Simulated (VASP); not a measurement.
Write the native input for VASP 6.6.1 that does the following.

| Item | Value |
| --- | --- |
| Task | single point |
| Functional | r2SCAN |
| Potentials or basis | VASP PAW PBE potentials, release 64 (Mg, O) |
| Cutoff | 520 eV |
| k mesh | 8 × 8 × 8 |
| Occupations | gaussian, width 0.01 eV |
| Spin | no spin polarisation |
| Dipole correction | no |
| Further INCAR settings | ALGO = Normal; EDIFF = 1e-06; NBANDS = 11 |

Crystal: MgO.

```
Mg O
1.0
     0.00000    2.08093    2.08093
     2.08093    0.00000    2.08093
     2.08093    2.08093    0.00000
Mg O
1 1
Cartesian
  0.0000 0.0000 0.0000
  2.0809 2.0809 2.0809
```

This cell differs from its parent crystal: volume changed by -3%.

One way to write it, as run:

POSCAR

```
MgO
1.0
    0.0000000000      2.0809319501      2.0809319501
    2.0809319501      0.0000000000      2.0809319501
    2.0809319501      2.0809319501      0.0000000000
Mg O
1 1
Direct
    0.0000000000      0.0000000000      0.0000000000
    0.5000000000      0.5000000000      0.5000000000
```

INCAR.step1

```
SYSTEM = MgO
PREC = Accurate
ENCUT = 520
ISMEAR = 0
SIGMA = 0.01
LREAL = .FALSE.
LASPH = .TRUE.
NELM = 60
NBANDS = 11
GGA = PE
ALGO = Normal
EDIFF = 1E-4
LWAVE = .TRUE.
LCHARG = .FALSE.
```

INCAR.step2

```
SYSTEM = MgO
PREC = Accurate
ENCUT = 520
EDIFF = 1E-6
ISMEAR = 0
SIGMA = 0.01
LREAL = .FALSE.
LASPH = .TRUE.
NELM = 60
ALGO = Normal
ISIF = 2
LWAVE = .FALSE.
LCHARG = .FALSE.
METAGGA = R2SCAN
LMIXTAU = .TRUE.
NBANDS = 11
ISTART = 1
```

KPOINTS

```
Automatic mesh
0
G
  8 8 8
  0 0 0
```

Potentials or basis: VASP PAW PBE potentials, release 64 (Mg, O).

The run is started by

```console
$ cat potpaw_PBE.64/Mg/POTCAR potpaw_PBE.64/O/POTCAR > POTCAR
$ cp INCAR.step1 INCAR
$ mpirun -np 1 vasp_std > vasp.out
$ cp INCAR.step2 INCAR
$ mpirun -np 1 vasp_std > vasp.out
```

Results of the run:

```
Pressure               : 4.3 GPa
Band gap on the k mesh : 5.98 eV, direct
```

Caveat: the PAW data sets were made with another functional, which shifts forces and pressure a little.

It took 29 s on 1 thread of AMD EPYC 7R13 Processor (Zen 3), with other jobs on the host, peak memory 0.11 GiB.
